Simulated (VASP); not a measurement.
Write the native input for VASP 6.6.1 that does the following.

- Task: single point
- Functional: PBE
- Potentials or basis: VASP PAW PBE potentials, release 64 (Ba_sv, Ti_sv, O)
- Cutoff: 520 eV
- k mesh: 6 × 6 × 6
- Occupations: gaussian, width 0.02 eV
- Spin: no spin polarisation
- Hubbard terms: Ti d U = 4.0 eV
- Dipole correction: no
- Further INCAR settings: ALGO = Normal; EDIFF = 1e-06; NBANDS = 28

The structure of BaTiO3 lies in POSCAR:

```
BaTiO3
1.0
    2.8176170592      1.6315125258      2.3076593697
   -2.8176170592      1.6315125258      2.3076593697
    0.0000000000     -3.4000651582      2.4038783525
Ba Ti O
1 1 3
Direct
   -0.0057754471     -0.0057754471      0.0095265398
    0.4942315695      0.4942315695      0.5244207312
    0.4942146004      0.9942122343      0.4843236865
    0.4942180428      0.4942180428      0.9685063560
    0.9942122343      0.4942146004      0.4843236865
```

This cell differs from its parent crystal: biaxial strain in the a-b plane: -1.5 %, then relaxed in part.

One way to write it, as run:

INCAR

```
  ALGO = Normal
  EDIFF = 1E-6
  ENCUT = 520
  GGA = PE
  ISIF = 2
  ISMEAR = 0
  LASPH = T
  LCHARG = F
  LDAU = T
  LDAUJ = 0 0 0
  LDAUL = -1 2 -1
  LDAUPRINT = 1
  LDAUTYPE = 2
  LDAUU = 0 4 0
  LMAXMIX = 4
  LREAL = F
  LWAVE = F
  NBANDS = 28
  NELM = 150
  PREC = Accurate
  SIGMA = 0.02
```

KPOINTS

```
k-points
0
Gamma
  6 6 6
```

Potentials or basis: VASP PAW PBE potentials, release 64 (Ba_sv, Ti_sv, O).

Launch:

```bash
$ cat potpaw_PBE.64/Ba_sv/POTCAR potpaw_PBE.64/Ti_sv/POTCAR potpaw_PBE.64/O/POTCAR > POTCAR
$ mpirun -np 1 vasp_std > vasp.out
```

It gave:

```yaml
Pressure: 4.3 GPa
Largest_force: 0.589 eV/Å
Band_gap_on_the_k_mesh: 2.25 eV (least direct gap 2.76 eV)
```

Caveat: the cell differs from its parent crystal (biaxial strain in the a-b plane: -1.5 %, then relaxed in part); the cell stands under pressure; spin-orbit coupling is left out, which moves the levels of the heavy elements.

Wall time 100 s on 1 thread of AMD EPYC 9R45 96-Core Processor (Zen 5), on a shared host, peak memory 0.3 GiB.
